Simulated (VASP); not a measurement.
# Os3Cl (Pm-3m) in VASP: notebook

Os3Cl is run at these levels: PBE; tasks: single point, relaxation of cell and atoms.

Everything below comes from runs of VASP 6.6.1. Logs are shortened: lines on timing, memory, paths and dates and some standing lists are left out, and cuts for length are marked.

### 1 The cell of the first run

Symmetry: Pm-3m, No. 221, cubic system. Conventional cell: a = 3.908 Å, b = 3.908 Å, c = 3.908 Å, α = 90.00°, β = 90.00°, γ = 90.00°. Within 3.6 Å of Os (site symmetry 4/mmm) lie 8 Os at 2.76 Å and 4 Cl at 2.76 Å. Within 3.6 Å of Cl (site symmetry m-3m) lie 12 Os at 2.76 Å.

### 2 Single point, PBE

INCAR

```
ALGO = Normal ; EDIFF = 1E-6
ENCUT = 520 ; GGA = PE
ISIF = 2 ; ISMEAR = 0
LASPH = T ; LCHARG = T
LELF = T ; LREAL = F
LVHAR = T ; LWAVE = F
NBANDS = 24 ; NELM = 60
PREC = Accurate ; SIGMA = 0.1
```

KPOINTS

```
k-points
0
Gamma
  12 12 12
```

POSCAR

```
Os3Cl
1.0
    3.9081652831      0.0000000000      0.0000000000
    0.0000000000      3.9081652831      0.0000000000
    0.0000000000      0.0000000000      3.9081652831
Os Cl
3 1
Direct
    0.0000000000      0.5000000000      0.5000000000
    0.5000000000      0.0000000000      0.5000000000
    0.5000000000      0.5000000000      0.0000000000
    0.0000000000      0.0000000000      0.0000000000
```

Potentials or basis: VASP PAW PBE potentials, release 64 (Os, Cl).

Launch:

```console
cat potpaw_PBE.64/Os/POTCAR potpaw_PBE.64/Cl/POTCAR > POTCAR
mpirun -np 1 vasp_std > vasp.out
```

OUTCAR:

```text
EDIFF = 1E-6
   ENCUT = 520
   GGA = PE
   ISIF = 2
   ISMEAR = 0
   LASPH = T
   LREAL = F
   NELM = 60
   PREC = Accurate

 ion  position               nearest neighbor table
   1  0.000  0.500  0.500-   2 2.76   3 2.76   4 2.76   3 2.76   4 2.76   2 2.76   4 2.76   4 2.76
                             2 2.76   3 2.76   3 2.76   2 2.76
   2  0.500  0.000  0.500-   1 2.76   3 2.76   4 2.76   3 2.76   4 2.76   1 2.76   3 2.76   3 2.76
                             1 2.76   4 2.76   4 2.76   1 2.76
   3  0.500  0.500  0.000-   1 2.76   2 2.76   4 2.76   1 2.76   2 2.76   2 2.76   4 2.76   2 2.76
                             1 2.76   4 2.76   1 2.76   4 2.76
   4  0.000  0.000  0.000-   1 2.76   2 2.76   3 2.76   1 2.76   2 2.76   1 2.76   3 2.76   1 2.76
                             2 2.76   3 2.76   2 2.76   3 2.76

  LATTYP: Found a simple cubic cell.
 ALAT       =     3.9081652831

  Lattice vectors:

 A1 = (   3.9081652831,   0.0000000000,   0.0000000000)
 A2 = (   0.0000000000,   3.9081652831,   0.0000000000)
 A3 = (   0.0000000000,   0.0000000000,   3.9081652831)

Analysis of symmetry for initial positions (statically):
=====================================================================
 Subroutine PRICEL returns:
 Original cell was already a primitive cell.

 Routine SETGRP: Setting up the symmetry group for a
 simple cubic supercell.

 Subroutine GETGRP returns: Found 48 space group operations
 (whereof 48 operations were pure point group operations)
 out of a pool of 48 trial point group operations.

The static configuration has the point symmetry O_h .

Analysis of symmetry for dynamics (positions and initial velocities):
=====================================================================
 Subroutine PRICEL returns:
 Original cell was already a primitive cell.

 Routine SETGRP: Setting up the symmetry group for a
 simple cubic supercell.

 Subroutine GETGRP returns: Found 48 space group operations
 (whereof 48 operations were pure point group operations)
 out of a pool of 48 trial point group operations.

The dynamic configuration has the point symmetry O_h .

 Subroutine INISYM returns: Found 48 space group operations
 (whereof 48 operations are pure point group operations),
 and found     1 'primitive' translations

----------------------------------------------------------------------------------------

                                     Primitive cell

  volume of cell :      59.6924

  direct lattice vectors                    reciprocal lattice vectors
     3.908165283  0.000000000  0.000000000     0.255874542  0.000000000  0.000000000
     0.000000000  3.908165283  0.000000000     0.000000000  0.255874542  0.000000000
     0.000000000  0.000000000  3.908165283     0.000000000  0.000000000  0.255874542

  length of vectors
     3.908165283  3.908165283  3.908165283     0.255874542  0.255874542  0.255874542

  position of ions in fractional coordinates (direct lattice)
     0.000000000  0.500000000  0.500000000
     0.500000000  0.000000000  0.500000000
     0.500000000  0.500000000  0.000000000
     0.000000000  0.000000000  0.000000000

  ion indices of the primitive-cell ions
   primitive index   ion index
                 1           1
                 2           2
                 3           3
                 4           4

----------------------------------------------------------------------------------------

 KPOINTS: k-points

Automatic generation of k-mesh.
 Grid dimensions read from file:
 generate k-points for:   12   12   12

 Generating k-lattice:

  Cartesian coordinates                     Fractional coordinates (reciprocal lattice)
     0.021322878  0.000000000  0.000000000     0.083333333  0.000000000  0.000000000
     0.000000000  0.021322878  0.000000000     0.000000000  0.083333333  0.000000000
     0.000000000  0.000000000  0.021322878     0.000000000  0.000000000  0.083333333

  Length of vectors
     0.021322878  0.021322878  0.021322878

  Shift w.r.t. Gamma in fractional coordinates (k-lattice)
     0.000000000  0.000000000  0.000000000

 Subroutine IBZKPT returns following result:
 ===========================================

 Found     84 irreducible k-points:

 Following reciprocal coordinates:
            Coordinates               Weight
  0.000000  0.000000  0.000000      1.000000
  0.083333  0.000000  0.000000      6.000000
  0.166667  0.000000  0.000000      6.000000
  0.250000  0.000000  0.000000      6.000000
  0.333333  0.000000  0.000000      6.000000
  0.416667  0.000000  0.000000      6.000000
[... 16 lines left out ...]
  0.333333  0.333333  0.000000     12.000000
  0.416667  0.333333  0.000000     24.000000
 [... further k-points ...]
   k-points           NKPTS =     84   k-points in BZ     NKDIM =     84   number of bands    NBANDS=     24
   number of dos      NEDOS =    301   number of ions     NIONS =      4
   total plane-waves  NPLWV =  27000
   dimension x,y,z NGX =    30 NGY =   30 NGZ =   30
   dimension x,y,z NGXF=    60 NGYF=   60 NGZF=   60
   ions per type =               3   1
   NGX,Y,Z   is equivalent  to a cutoff of  12.76, 12.76, 12.76 a.u.
   NGXF,Y,Z  is equivalent  to a cutoff of  25.52, 25.52, 25.52 a.u.
 SYSTEM =  unknown system
   PREC   = accura    normal or accurate (medium, high low for compatibility)
   ISTART =      0    job   : 0-new  1-cont  2-samecut
   ICHARG =      2    charge: 1-file 2-atom 10-const
   ISPIN  =      1    spin polarized calculation?
   LNONCOLLINEAR =      F non collinear calculations
   LSORBIT =      F    spin-orbit coupling
   LASPH  =      T    aspherical Exc in radial PAW
   ENCUT  =  520.0 eV  38.22 Ry    6.18 a.u.   7.27  7.27  7.27*2*pi/ulx,y,z
   NELM   =     60;   NELMIN=  2; NELMDL= -5     # of ELM steps
   EDIFF  = 0.1E-05   stopping-criterion for ELM
   LREAL  =      F    real-space projection
   EDIFFG = 0.1E-04   stopping-criterion for IOM
   NSW    =      0    number of steps for IOM
   IBRION =     -1    ionic relax: 0-MD 1-quasi-New 2-CG
   NFREE  =      0    steps in history (QN), initial steepest desc. (CG)
   ISIF   =      2    stress and relaxation
   ISYM   =      2    0-nonsym 1-usesym 2-fastsym
   POTIM  = 0.5000    time-step for ionic-motion
   TEBEG  =    0.0;   TEEND  =   0.0 temperature during run
   PSTRESS=    0.0 pullay stress
   NELECT =      31.0000    total number of electrons
   NUPDOWN=      -1.0000    fix difference up-down
   EMIN   =  10.00;   EMAX   =-10.00  energy-range for DOS
   EFERMI =   0.00;   METHOD = LEGACY
   ISMEAR =     0;   SIGMA  =   0.10  broadening in eV -4-tet -1-fermi 0-gaus
   EFERMI_NEDOS =   21; number of points for ismear=-14 and -15
   IALGO  =     38    algorithm
   IMIX   =      4    mixing-type and parameters
     AMIX     =   0.40;   BMIX     =  1.00
     AMIX_MAG =   1.60;   BMIX_MAG =  1.00
  volume/ion in A,a.u.               =      14.92       100.71
  Fermi-wavevector in a.u.,A,eV,Ry     =   1.315899  2.486688 23.559706  1.731590
  Thomas-Fermi vector in A             =   2.446049
   LORBIT       =      0    0 simple, 1 ext, 2 COOP (PROOUT), +10 PAW based schemes
   GGA     = PE    functional components
   LHFCALC =     F    Hartree Fock is set to
   AEXX    =    0.0000 exact exchange contribution
   IVDW    =     0    specifies the selected vdW correction
   LEPSILON=     F    determine dielectric tensor
   LRPA    =     F    only Hartree local field effects (RPA)
 non-spin polarized calculation
 Gauss-broadening in eV      SIGMA  =   0.10
  energy-cutoff  :      520.00
  volume of cell :       59.69
 maximum number of plane-waves:      1640
 NGX is ok and might be reduce to    30
   NGX = 15   NGY = 15   NGZ = 15

 number of electron      31.0000002 magnetization

 Free energy of the ion-electron system (eV)
  ---------------------------------------------------
  ext. energy  EPLUGINS =         0.00000000
  ---------------------------------------------------
  free energy    TOTEN  =       -28.38498005 eV

  energy without entropy =      -28.35255224  energy(sigma->0) =      -28.36876614

 E-fermi :   8.7359     XC(G=0): -13.1330

 val. band max:        8.7281231393   @ k =   0.3333   0.3333   0.3333
 cond. band min:       8.7473109353   @ k =   0.4167   0.1667   0.0000
 fundamental gap:      0.0191877959
 Fermi energy:         8.7359114347

 k-point     1 :       0.0000    0.0000    0.0000
  band No.  band energies     occupation
      1     -10.1603      2.00000
      2       0.6416      2.00000
      3       2.1804      2.00000
      4       2.1804      2.00000
      5       2.1804      2.00000
      6       3.2994      2.00000
[... 16 lines left out ...]
     23      14.3546      0.00000
     24      17.3329      0.00000

 k-point     2 :       0.0833    0.0000    0.0000
  band No.  band energies     occupation
      1     -10.1364      2.00000
      2       0.6351      2.00000
      3       1.8507      2.00000
      4       2.0611      2.00000
      5       2.0611      2.00000
      6       3.3888      2.00000
[... 16 lines left out ...]
     23      14.6974      0.00000
     24      17.3115      0.00000

 k-point     3 :       0.1667    0.0000    0.0000
  band No.  band energies     occupation
      1     -10.0699      2.00000
      2       0.4219      2.00000
      3       1.5908      2.00000
      4       1.8141      2.00000
      5       1.8141      2.00000
      6       3.6077      2.00000
[... 16 lines left out ...]
     23      15.2416      0.00000
     24      17.2469      0.00000
[... 514 lines left out ...]
 k-point    23 :       0.3333    0.3333    0.0000
  band No.  band energies     occupation
      1      -9.7270      2.00000
      2      -0.2593      2.00000
      3       0.3210      2.00000
      4       0.9577      2.00000
      5       3.2545      2.00000
      6       4.4826      2.00000
[... 16 lines left out ...]
     23      15.2655      0.00000
     24      16.9459      0.00000

 k-point    24 :       0.4167    0.3333    0.0000
  band No.  band energies     occupation
      1      -9.6887      2.00000
      2      -0.2814      2.00000
      3       0.2392      2.00000
      4       0.8733      2.00000
      5       3.6264      2.00000
      6       4.6847      2.00000
[... 16 lines left out ...]
     23      15.0320      0.00000
     24      16.6744      0.00000

 [... further k-points ...]
[... 5 lines left out ...]
  --------------------------------------------------------------------------------------
  -------------------------------------------------------------------------------------
  Total        0.1712243      0.1712243      0.1712243     -0.0000000      0.0000000     -0.0000000
  in kB        4.5957581      4.5957581      4.5957581     -0.0000000      0.0000000     -0.0000000
  external PRESSURE =       4.5957581 kB  Pullay stress =       0.0000000 kB

 VOLUME and BASIS-vectors are now :
 -----------------------------------------------------------------------------
  energy-cutoff  :      520.00
  volume of cell :       59.69
      direct lattice vectors                 reciprocal lattice vectors
     3.908165283  0.000000000  0.000000000     0.255874542  0.000000000  0.000000000
     0.000000000  3.908165283  0.000000000     0.000000000  0.255874542  0.000000000
     0.000000000  0.000000000  3.908165283     0.000000000  0.000000000  0.255874542

 POSITION                                       TOTAL-FORCE (eV/Angst)
 -----------------------------------------------------------------------------------
      0.00000      1.95408      1.95408         0.000000      0.000000      0.000000
      1.95408      0.00000      1.95408         0.000000      0.000000      0.000000
      1.95408      1.95408      0.00000         0.000000      0.000000      0.000000
      0.00000      0.00000      0.00000         0.000000      0.000000      0.000000
 -----------------------------------------------------------------------------------
    total drift:                                0.000000      0.000000     -0.000000

  FREE ENERGIE OF THE ION-ELECTRON SYSTEM (eV)
  ---------------------------------------------------
  free  energy   TOTEN  =       -28.3849800455 eV

  energy  without entropy=      -28.3525522422  energy(sigma->0) =      -28.36876614
```

Wall time 70 s (1 thread of Intel Xeon Platinum 8488C (Sapphire Rapids), shared host); peak memory 0.24 GiB.

Results:

* Free energy: -28.3850 eV
* Pressure: 0.5 GPa
* Band gap on the k mesh: zero (an odd number of electrons rules out a gap without spin polarisation)

Levels at points of the mesh, in eV from the Fermi level:
```tsv
k point	band 12	band 13	band 14	band 15	band 16	band 17	band 18	band 19	band 20	band 21
(0.00, 0.00, 0.00)	-1.06	-1.06	-1.06	0.96	0.96	2.31	2.99	2.99	2.99	5.62
(0.50, 0.00, 0.00)	-2.14	-1.64	-1.64	-1.31	-0.48	0.69	0.69	1.19	1.79	3.00
(0.50, 0.50, 0.00)	-1.39	-1.39	-1.33	-1.16	-0.02	0.21	0.81	0.81	0.84	1.95
(0.50, 0.50, 0.50)	-1.28	-1.28	-1.28	-0.21	-0.21	-0.12	2.36	2.36	2.36	6.34
```

Caveat: spin-orbit coupling is left out, which moves the levels of the heavy elements; an odd number of electrons without spin polarisation forces a metal; a magnetic or distorted state may lie lower.

### 3 Relaxation of cell and atoms, PBE, collinear spin

This run uses another cell than the first one, of 16.09 Å³/atom.

INCAR

```
SYSTEM = Os3Cl
ALGO     = Normal         ! electronic algorithm
EDIFF    = 1E-7           ! SCF threshold, eV
EDIFFG   = -0.04          ! ionic threshold
ENCUT    = 600            ! plane-wave cutoff, eV
GGA      = PE             ! functional
IBRION   = 2              ! ionic algorithm
ISIF     = 3              ! what is computed and relaxed
ISMEAR   = 0              ! smearing method
ISPIN    = 2              ! spin polarisation
LASPH    = .True.         ! aspherical terms in the spheres
LCHARG   = .False.        ! write CHGCAR
LMAXMIX  = 4              ! l up to which the mixer works
LORBIT   = 11             ! projections on sites
LREAL    = .False.        ! projectors in reciprocal space
LWAVE    = .False.        ! write WAVECAR
MAGMOM   = 0.16 0.16 0.16 0.05 ! initial moments
NELM     = 150            ! most SCF steps
NSW      = 90             ! ionic steps
PREC     = Accurate       ! precision mode
SIGMA    = 0.1            ! smearing width, eV
```

KPOINTS

```
k-points
0
Gamma
  4 4 4
  0 0 0
```

POSCAR

```
Os3Cl
1.0
    4.0071596853      0.0000000000      0.0000000000
    0.0000000000      4.0071596853      0.0000000000
    0.0000000000      0.0000000000      4.0071596853
Os Cl
3 1
Direct
    0.0000000000      0.5000000000      0.5000000000
    0.5000000000      0.0000000000      0.5000000000
    0.5000000000      0.5000000000      0.0000000000
    0.0000000000      0.0000000000      0.0000000000
```

Potentials or basis: VASP PAW PBE potentials, release 64 (Os, Cl).

Launch:

```console
cat potpaw_PBE.64/Os/POTCAR potpaw_PBE.64/Cl/POTCAR > POTCAR
mpirun -np 1 vasp_std > vasp.out
```

It took 1.7 min on 1 thread of Intel Xeon Platinum 8488C (Sapphire Rapids), shared host; peak memory 0.22 GiB.

Results (log left out):

```yaml
Free_energy: -28.3920 eV
Relaxed_volume: 14.94 Å³/atom
Relaxed_cell: a = 3.910 Å, b = 3.910 Å, c = 3.910 Å, α = 90.00°, β = 90.00°, γ = 90.00°
Space_group_after_relaxing_to_0.1_Å: Pm-3m (No. 221)
Energy_gained_by_relaxing: 56.2 meV/atom
Ionic_steps: 4
Pressure_after_relaxing: -0.2 GPa
Net_moment: 0.00 μB per cell
Valence_electrons_inside_the_program's_atomic_spheres: Os 7.12; Cl 4.80
```

Step by step:
| step | energy change (eV) | largest force (eV/Å) | pressure (GPa) | volume (Å³) |
| --- | --- | --- | --- | --- |
| 1 | 0.0000 | 0.0000 | -14.36 | 64.34 |
| 2 | 0.7816 | 0.0000 | 47.07 | 51.83 |
| 3 | -0.2241 | 0.0000 | -0.77 | 59.92 |
| 4 | -0.2246 | 0.0000 | -0.16 | 59.76 |

Final structure:
```cif
data_structure
_symmetry_space_group_name_H-M 'P 1'
_symmetry_Int_Tables_number 1
_cell_length_a 3.9096
_cell_length_b 3.9096
_cell_length_c 3.9096
_cell_angle_alpha 90.000
_cell_angle_beta 90.000
_cell_angle_gamma 90.000
_cell_volume 59.76
loop_
_atom_site_label
_atom_site_type_symbol
_atom_site_fract_x
_atom_site_fract_y
_atom_site_fract_z
_atom_site_occupancy
Os1 Os 0.00000 0.50000 0.50000 1
Os2 Os 0.50000 0.00000 0.50000 1
Os3 Os 0.50000 0.50000 0.00000 1
Cl1 Cl 0.00000 0.00000 0.00000 1
```

Levels at points of the mesh, in eV from the Fermi level:
Spin up:
| k point | band 13 | band 14 | band 15 | band 16 | band 17 | band 18 | band 19 |
| --- | --- | --- | --- | --- | --- | --- | --- |
| (0.00, 0.00, 0.00) | -1.09 | -1.09 | 0.88 | 0.88 | 2.28 | 2.92 | 2.92 |
| (0.50, 0.00, 0.00) | -1.71 | -1.71 | -1.40 | -0.51 | 0.67 | 0.67 | 1.12 |
| (0.50, 0.50, 0.00) | -1.45 | -1.35 | -1.18 | -0.09 | 0.19 | 0.76 | 0.76 |
| (0.50, 0.50, 0.50) | -1.35 | -1.35 | -0.22 | -0.22 | -0.22 | 2.31 | 2.31 |
Spin down:
```
           k point  band 13  band 14  band 15  band 16  band 17  band 18  band 19
(0.00, 0.00, 0.00)    -1.09    -1.09     0.88     0.88     2.28     2.92     2.92
(0.50, 0.00, 0.00)    -1.71    -1.71    -1.40    -0.51     0.67     0.67     1.12
(0.50, 0.50, 0.00)    -1.45    -1.35    -1.18    -0.09     0.19     0.76     0.76
(0.50, 0.50, 0.50)    -1.35    -1.35    -0.22    -0.22    -0.22     2.31     2.31
```

Caveat: the k points lie up to 0.40 Å⁻¹ apart in the final cell; spin-orbit coupling is left out, which moves the levels of the heavy elements.

(Part 1 of 2 ends here.)

The gap in the log of VASP goes by the Fermi energy; the results here count the filled bands.